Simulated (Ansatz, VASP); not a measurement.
**Two plane-wave programs on Cl**

Contents of INCAR:

```
SYSTEM = Cl
ALGO = Normal
EDIFF = 1E-6
EDIFFG = -0.01
ENCUT = 600
GGA = PS
IBRION = 2
ISIF = 3
ISMEAR = -1
IVDW = 12
LASPH = .True.
LCHARG = .False.
LREAL = .False.
LWAVE = .False.
NELM = 100
NSW = 60
PREC = Accurate
SIGMA = 0.05
```

KPOINTS

```
k-points
0
Gamma
  7 7 4
  0 0 0
```

File POSCAR:

```
Cl
1.0
    3.1450000000     -2.2500000000      0.0000000000
    3.1450000000      2.2500000000      0.0000000000
    0.0000000000      0.0000000000      8.2100000000
Cl
4
Direct
    0.3700000000      0.6300000000      0.4000000000
    0.1300000000      0.8700000000      0.9000000000
    0.6300000000      0.3700000000      0.6000000000
    0.8700000000      0.1300000000      0.1000000000
```

Contents of input.yaml:

```yaml
crystal:
  lattice:
    - [3.145, -2.25, 0.0]
    - [3.145, 2.25, 0.0]
    - [0.0, 0.0, 8.21]
  atoms:
    - { symbol: Cl, position: [0.37, 0.63, 0.4] }
    - { symbol: Cl, position: [0.13, 0.87, 0.9] }
    - { symbol: Cl, position: [0.63, 0.37, 0.6] }
    - { symbol: Cl, position: [0.87, 0.13, 0.1] }
hamiltonian:
  xc: pbesol
  pseudopotentials: { kind: paw }
  dispersion: d3bj
kpoints:
  mp_grid: { grid: [7, 7, 4] }
scf:
  occupations: { method: fermi_dirac, width: 0.05 }
output:
  forces: true
  stress: true
  write_density: true
  write_potential: true
  elf: true
  volumetric_format: npy
relax:
  f_tol: 0.01
  max_steps: 40
  cell: { stress_tol: 0.05 }
```

Alike in both runs: task relaxation of cell and atoms; functional PBEsol; dispersion D3(BJ); k mesh 7 × 7 × 4; occupations fermi-dirac, width 0.05 eV; no spin polarisation.

|  | VASP | Ansatz |
| --- | --- | --- |
| version | VASP 6.6.1 | Ansatz 0.2.0 |
| potentials or method | VASP PAW PBE potentials, release 64 (Cl) | Ansatz PAW |
| plane-wave cutoff (eV) | 600 | 420 |
| valence electrons in the cell | 28 | 28 |

|  | VASP | Ansatz | Ansatz less VASP |
| --- | --- | --- | --- |
| gap on the k mesh at the Fermi level, each at its own relaxed structure (eV) | 2.10 | 2.00 | -0.102 |
| relaxed volume (Å³/atom) | 24.01 | 23.79 | -0.218 |
| relaxed length of the cell vector where the two differ most in proportion (Å) | 7.913 | 7.878 | -0.0348 |

VASP's potentials were made for PBE, not for PBEsol.

Noted on VASP's run: the volume moved by over 15 % at a fixed basis, so the end points are rough. Noted on Ansatz's run: the volume moved by over 15 % at a fixed basis, so the end points are rough; odd divisions of the mesh miss points on the zone boundary, where band edges often lie, so the gap on the mesh can be too wide; the plane-wave basis is chosen anew once the cell has moved, so the energies of steps on either side of that aren't comparable.
